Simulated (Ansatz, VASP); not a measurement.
**Two plane-wave programs on ZrO2**

POSCAR

```
ZrO2
1.0
    3.5938894110      0.0000000000      0.0000000000
    0.0000000000      3.5938894110      0.0000000000
    0.0000000000      0.0000000000      5.2026925286
Zr O
2 4
Direct
    0.0000000000      0.0000000000      0.0000000000
    0.5000000000      0.5000000000      0.5000000000
    0.0000000000      0.5000000000      0.3006307300
    0.0000000000      0.5000000000      0.8006307300
    0.5000000000      0.0000000000      0.6993692700
    0.5000000000      0.0000000000      0.1993692700
```

INCAR.step1

```
PREC = Accurate
ENCUT = 660
ISMEAR = -1
SIGMA = 0.03
LREAL = F
LASPH = T
NELM = 120
NBANDS = 33
GGA = PE
ALGO = Normal
EDIFF = 1E-5
LWAVE = T
LCHARG = F
GGA_COMPAT = F
```

Contents of INCAR.step2:

```
PREC = Accurate
ENCUT = 660
EDIFF = 1E-6
ISMEAR = -1
SIGMA = 0.03
LREAL = F
LASPH = T
NELM = 120
ALGO = Normal
ISIF = 2
LWAVE = F
LCHARG = T
METAGGA = R2SCAN
LMIXTAU = T
LUSE_VDW = T
IVDW_NL = 2
BPARAM = 11.95
CPARAM = 0.0093
LELF = T
LVHAR = T
NBANDS = 33
ISTART = 1
GGA_COMPAT = F
```

KPOINTS

```
Automatic mesh
0
Gamma
  8 8 6
```

Input for Ansatz:

```yaml
crystal:
  lattice:
    - [3.593889411, 0.0, 0.0]
    - [0.0, 3.593889411, 0.0]
    - [0.0, 0.0, 5.2026925286]
  atoms:
    - { symbol: Zr, position: [0.0, 0.0, 0.0] }
    - { symbol: Zr, position: [0.5, 0.5, 0.5] }
    - { symbol: O, position: [0.0, 0.5, 0.30063073] }
    - { symbol: O, position: [0.0, 0.5, 0.80063073] }
    - { symbol: O, position: [0.5, 0.0, 0.69936927] }
    - { symbol: O, position: [0.5, 0.0, 0.19936927] }
kpoints:
  mp_grid: { grid: [8, 8, 6] }
  band_path:
    path:
      - [0.0, 0.0, 0.0]
      - [0.0, 0.5, 0.0]
      - [0.5, 0.5, 0.0]
      - [0.0, 0.0, 0.5]
      - [0.0, 0.5, 0.5]
      - [0.5, 0.5, 0.5]
    npoints: 1
hamiltonian:
  xc: r2scan
  dispersion: rvv10
scf:
  occupations: { method: fermi_dirac, width: 0.03 }
  n_extra_bands: 5
output:
  forces: true
  stress: true
  eigenvalues: true
  write_density: true
  write_potential: true
  elf: true
  volumetric_format: npy
```

Alike in both runs: task single point; functional r2SCAN; dispersion rVV10; k mesh 8 × 8 × 6; occupations fermi-dirac, width 0.03 eV; no spin polarisation.

|  | VASP | Ansatz |
| --- | --- | --- |
| version | VASP 6.6.1 | Ansatz 0.2.0 |
| potentials or method | VASP PAW PBE potentials, release 64 (Zr_sv, O) | plane waves, PAW |
| plane-wave cutoff (eV) | 660 | 500 |
| valence electrons in the cell | 48 | 48 |

|  | VASP | Ansatz | Ansatz less VASP |
| --- | --- | --- | --- |
| gap on the k mesh at the Fermi level (eV) | 4.59 | 4.60 | +0.011 |
| pressure (GPa) | 0.3 | 0.0 | -0.27 |
| traceless stress, the component that is largest in VASP (GPa) | -0.09 | 0.00 | +0.085 |
| rms of the force components (eV/Å) | 0.012 | 0.000 | -0.0124 |

VASP's potentials were made for PBE, not for r2SCAN. Atom by atom the forces differ by 0.012 eV/Å (rms over components).
